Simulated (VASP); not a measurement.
# HfN (F-43m) in VASP: a series of runs, part 2 of 2

VASP 6.6.1. Earlier steps stand in the parts before.

## (3) Single point, LDA

This run uses another cell than the first one, of 14.50 Å³/atom, 1.021 times its volume.

The input, INCAR:

```
PREC = Accurate ; ENCUT = 520
EDIFF = 1E-7 ; ISMEAR = -1
SIGMA = 0.05 ; LREAL = F
LASPH = T ; NELM = 60
ALGO = Normal ; ISIF = 2
LWAVE = F ; LCHARG = F
NBANDS = 14
```

The input, KPOINTS:

```
Automatic mesh
0
Gamma
  9 9 9
```

The input, POSCAR:

```
HfN
1.0
    0.0000000000      2.4383461881      2.4383461881
    2.4383461881      0.0000000000      2.4383461881
    2.4383461881      2.4383461881      0.0000000000
Hf N
1 1
Direct
    0.0000000000      0.0000000000      0.0000000000
    0.2500000000      0.2500000000      0.2500000000
```

Potentials or basis: VASP PAW LDA potentials, release 64 (Hf_pv, N).

Launch:

```
> cat potpaw_LDA.64/Hf_pv/POTCAR potpaw_LDA.64/N/POTCAR > POTCAR
> mpirun -np 1 vasp_std > vasp.out
```

OUTCAR:

```text
PREC = Accurate
   ENCUT = 520
   EDIFF = 1E-7
   ISMEAR = -1
   LREAL = F
   LASPH = T
   NELM = 60
   ISIF = 2

 ion  position               nearest neighbor table
   1  0.000  0.000  0.000-   2 2.11   2 2.11   2 2.11   2 2.11
   2  0.250  0.250  0.250-   1 2.11   1 2.11   1 2.11   1 2.11

  LATTYP: Found a face centered cubic cell.
 ALAT       =     4.8766923762

  Lattice vectors:

 A1 = (   0.0000000000,   2.4383461881,   2.4383461881)
 A2 = (   2.4383461881,   0.0000000000,   2.4383461881)
 A3 = (   2.4383461881,   2.4383461881,   0.0000000000)

Analysis of symmetry for initial positions (statically):
=====================================================================
 Subroutine PRICEL returns:
 Original cell was already a primitive cell.

 Routine SETGRP: Setting up the symmetry group for a
 face centered cubic supercell.

 Subroutine GETGRP returns: Found 24 space group operations
 (whereof 24 operations were pure point group operations)
 out of a pool of 48 trial point group operations.

The static configuration has the point symmetry T_d .

Analysis of symmetry for dynamics (positions and initial velocities):
=====================================================================
 Subroutine PRICEL returns:
 Original cell was already a primitive cell.

 Routine SETGRP: Setting up the symmetry group for a
 face centered cubic supercell.

 Subroutine GETGRP returns: Found 24 space group operations
 (whereof 24 operations were pure point group operations)
 out of a pool of 48 trial point group operations.

The dynamic configuration has the point symmetry T_d .

 Subroutine INISYM returns: Found 24 space group operations
 (whereof 24 operations are pure point group operations),
 and found     1 'primitive' translations

----------------------------------------------------------------------------------------

                                     Primitive cell

  volume of cell :      28.9945

  direct lattice vectors                    reciprocal lattice vectors
     0.000000000  2.438346188  2.438346188    -0.205057019  0.205057019  0.205057019
     2.438346188  0.000000000  2.438346188     0.205057019 -0.205057019  0.205057019
     2.438346188  2.438346188  0.000000000     0.205057019  0.205057019 -0.205057019

  length of vectors
     3.448342249  3.448342249  3.448342249     0.355169175  0.355169175  0.355169175

  position of ions in fractional coordinates (direct lattice)
     0.000000000  0.000000000  0.000000000
     0.250000000  0.250000000  0.250000000

  ion indices of the primitive-cell ions
   primitive index   ion index
                 1           1
                 2           2

----------------------------------------------------------------------------------------

 KPOINTS: Automatic mesh

Automatic generation of k-mesh.
 Grid dimensions read from file:
 generate k-points for:    9    9    9

 Generating k-lattice:

  Cartesian coordinates                     Fractional coordinates (reciprocal lattice)
    -0.022784113  0.022784113  0.022784113     0.111111111  0.000000000  0.000000000
     0.022784113 -0.022784113  0.022784113     0.000000000  0.111111111  0.000000000
     0.022784113  0.022784113 -0.022784113     0.000000000  0.000000000  0.111111111

  Length of vectors
     0.039463242  0.039463242  0.039463242

[... 37 lines left out ...]
   total plane-waves  NPLWV =  21952
   dimension x,y,z NGX =    28 NGY =   28 NGZ =   28
   dimension x,y,z NGXF=    56 NGYF=   56 NGZF=   56
   ions per type =               1   1
   NGX,Y,Z   is equivalent  to a cutoff of  13.50, 13.50, 13.50 a.u.
   NGXF,Y,Z  is equivalent  to a cutoff of  27.00, 27.00, 27.00 a.u.
 SYSTEM =  unknown system
   PREC   = accura    normal or accurate (medium, high low for compatibility)
   ISTART =      0    job   : 0-new  1-cont  2-samecut
   ICHARG =      2    charge: 1-file 2-atom 10-const
   ISPIN  =      1    spin polarized calculation?
   LNONCOLLINEAR =      F non collinear calculations
   LSORBIT =      F    spin-orbit coupling
   LASPH  =      T    aspherical Exc in radial PAW
   ENCUT  =  520.0 eV  38.22 Ry    6.18 a.u.   6.41  6.41  6.41*2*pi/ulx,y,z
   NELM   =     60;   NELMIN=  2; NELMDL= -5     # of ELM steps
   EDIFF  = 0.1E-06   stopping-criterion for ELM
   LREAL  =      F    real-space projection
   EDIFFG = 0.1E-05   stopping-criterion for IOM
   NSW    =      0    number of steps for IOM
   IBRION =     -1    ionic relax: 0-MD 1-quasi-New 2-CG
   NFREE  =      0    steps in history (QN), initial steepest desc. (CG)
   ISIF   =      2    stress and relaxation
   ISYM   =      2    0-nonsym 1-usesym 2-fastsym
   POTIM  = 0.5000    time-step for ionic-motion
   TEBEG  =    0.0;   TEEND  =   0.0 temperature during run
   PSTRESS=    0.0 pullay stress
   NELECT =      15.0000    total number of electrons
   NUPDOWN=      -1.0000    fix difference up-down
   EMIN   =  10.00;   EMAX   =-10.00  energy-range for DOS
   EFERMI =   0.00;   METHOD = LEGACY
   ISMEAR =    -1;   SIGMA  =   0.05  broadening in eV -4-tet -1-fermi 0-gaus
   EFERMI_NEDOS =   21; number of points for ismear=-14 and -15
   IALGO  =     38    algorithm
   IMIX   =      4    mixing-type and parameters
     AMIX     =   0.40;   BMIX     =  1.00
     AMIX_MAG =   1.60;   BMIX_MAG =  1.00
  volume/ion in A,a.u.               =      14.50        97.83
  Fermi-wavevector in a.u.,A,eV,Ry     =   1.314215  2.483507 23.499467  1.727162
  Thomas-Fermi vector in A             =   2.444484
   LORBIT       =      0    0 simple, 1 ext, 2 COOP (PROOUT), +10 PAW based schemes
   GGA     = CA    functional components
   LHFCALC =     F    Hartree Fock is set to
   AEXX    =    0.0000 exact exchange contribution
   IVDW    =     0    specifies the selected vdW correction
   LEPSILON=     F    determine dielectric tensor
   LRPA    =     F    only Hartree local field effects (RPA)
 non-spin polarized calculation
  energy-cutoff  :      520.00
  volume of cell :       28.99
 maximum number of plane-waves:       797
 NGX is ok and might be reduce to    28
   NGX = 13   NGY = 13   NGZ = 13

 number of electron      15.0000001 magnetization

 Free energy of the ion-electron system (eV)
  ---------------------------------------------------
  ext. energy  EPLUGINS =         0.00000000
  ---------------------------------------------------
  free energy    TOTEN  =       -23.04895339 eV

  energy without entropy =      -23.04380776  energy(sigma->0) =      -23.04638057

 E-fermi :   5.7321     XC(G=0): -11.6017

 val. band max:        5.7100007662   @ k =  -0.2222   0.3333   0.1111
 cond. band min:       5.7576934002   @ k =   0.2222   0.2222   0.0000
 fundamental gap:      0.0476926341
 Fermi energy:         5.7321439325

 k-point     1 :       0.0000    0.0000    0.0000
  band No.  band energies     occupation
      1     -25.1322      2.00000
      2     -25.1322      2.00000
      3     -25.1322      2.00000
      4     -10.2893      2.00000
      5       0.1831      2.00000
      6       0.1831      2.00000
      7       0.1831      2.00000
      8       5.1558      1.99998
      9       7.8989      0.00000
     10       7.8989      0.00000
     11      12.4025      0.00000
     12      12.4025      0.00000
     13      12.4025      0.00000
     14      17.2213      0.00000
[... 377 lines left out ...]
      1     -25.6332      2.00000
      2     -25.3034      2.00000
      3     -25.3034      2.00000
      4      -8.7691      2.00000
      5      -1.2876      2.00000
      6       2.0497      2.00000
      7       2.0497      2.00000
      8       4.6022      2.00000
      9       8.0944      0.00000
     10       9.6732      0.00000
     11      10.5865      0.00000
     12      10.5865      0.00000
     13      14.8712      0.00000
     14      17.2079      0.00000

 [... further k-points ...]

------------------------ aborting loop because EDIFF is reached ----------------------------------------

  FORCE on cell =-STRESS in cart. coord.  units (eV):
  Direction    XX          YY          ZZ          XY          YZ          ZX
  --------------------------------------------------------------------------------------
  -------------------------------------------------------------------------------------
  Total       -1.1392109     -1.1392109     -1.1392109      0.0000000     -0.0000000      0.0000000
  in kB      -62.9504164    -62.9504164    -62.9504164      0.0000000     -0.0000000      0.0000000
  external PRESSURE =     -62.9504164 kB  Pullay stress =       0.0000000 kB

 VOLUME and BASIS-vectors are now :
 -----------------------------------------------------------------------------
  energy-cutoff  :      520.00
  volume of cell :       28.99
      direct lattice vectors                 reciprocal lattice vectors
     0.000000000  2.438346188  2.438346188    -0.205057019  0.205057019  0.205057019
     2.438346188  0.000000000  2.438346188     0.205057019 -0.205057019  0.205057019
     2.438346188  2.438346188  0.000000000     0.205057019  0.205057019 -0.205057019

 POSITION                                       TOTAL-FORCE (eV/Angst)
 -----------------------------------------------------------------------------------
      0.00000      0.00000      0.00000        -0.000000     -0.000000      0.000000
      1.21917      1.21917      1.21917         0.000000      0.000000     -0.000000
 -----------------------------------------------------------------------------------
    total drift:                               -0.000000     -0.000000     -0.000000

  FREE ENERGIE OF THE ION-ELECTRON SYSTEM (eV)
  ---------------------------------------------------
  free  energy   TOTEN  =       -23.0489533857 eV

  energy  without entropy=      -23.0438077620  energy(sigma->0) =      -23.04638057
```

stdout:

```text
POSCAR found type information on POSCAR HfN
 POSCAR found :  2 types and       2 ions
 scaLAPACK will be used
 LDA part: xc-table for (Slater(with rela. corr.)+CA(PZ))
 , standard interpolation
 POSCAR, INCAR and KPOINTS ok, starting setup
 FFT: planning ... GRIDC
 FFT: planning ... GRID_SOFT
 FFT: planning ... GRID
 WAVECAR not read
 entering main loop
```

Wall time 14 s (1 thread of AMD EPYC 7R13 (Zen 3), shared host); peak memory 0.12 GiB.

What came out:

```
Free energy : -23.0490 eV
Pressure    : -6.3 GPa
```

Caveat: spin-orbit coupling is left out, which moves the levels of the heavy elements.

## (4) Single point, LDA

This run uses another cell than the first one, of 15.68 Å³/atom, 1.104 times its volume.

The input, INCAR:

```
SYSTEM = HfN
PREC = Accurate
ENCUT = 520
EDIFF = 1E-7
ISMEAR = -1
SIGMA = 0.05
LREAL = .FALSE.
LASPH = .TRUE.
NELM = 100
ALGO = Normal
ISIF = 2
LWAVE = .FALSE.
LCHARG = .FALSE.
NBANDS = 14
```

The input, KPOINTS:

```
Automatic mesh
0
G
  9 9 9
  0 0 0
```

The input, POSCAR:

```
HfN
1.0
    0.0000000000      2.5029679880      2.5029679880
    2.5029679880      0.0000000000      2.5029679880
    2.5029679880      2.5029679880      0.0000000000
Hf N
1 1
Direct
    0.0000000000      0.0000000000      0.0000000000
    0.2500000000      0.2500000000      0.2500000000
```

Launch:

```
> cat potpaw_LDA.64/Hf_pv/POTCAR potpaw_LDA.64/N/POTCAR > POTCAR
> mpirun -np 1 vasp_std > vasp.out
```

Run time: 13 s. Hardware: 1 thread of AMD EPYC 7R13 (Zen 3), shared host; peak memory 0.12 GiB.

It converged, with:

```yaml
Free_energy: -22.8566 eV
Pressure: -19.0 GPa
```

Levels at points of the mesh, in eV from the Fermi level:
| k point | band 6 | band 7 | band 8 | band 9 | band 10 | band 11 |
| --- | --- | --- | --- | --- | --- | --- |
| (0.00, 0.00, 0.00) | -5.17 | -5.17 | -0.74 | 2.00 | 2.00 | 6.18 |

Caveat: spin-orbit coupling is left out, which moves the levels of the heavy elements.

## (5) Overview

| cell | gap on the mesh (eV) | pressure (GPa) |
| --- | --- | --- |
| a = 3.425 Å, angles 60.0°, 2 atoms | none | -2.1 |
| a = 3.448 Å, angles 60.0°, 2 atoms | none | -6.3 |
| a = 3.540 Å, angles 60.0°, 2 atoms | none | -19.0 |

Alike in all rows: task single point; level LDA; potentials or basis VASP PAW LDA potentials, release 64 (Hf_pv, N); no spin polarisation; k mesh 9 × 9 × 9; cutoff (eV) 520; smearing fermi-dirac 0.05 eV.

Caveats: spin-orbit coupling is left out, which moves the levels of the heavy elements.

Absolute energies hang on the potentials; compare differences alone.
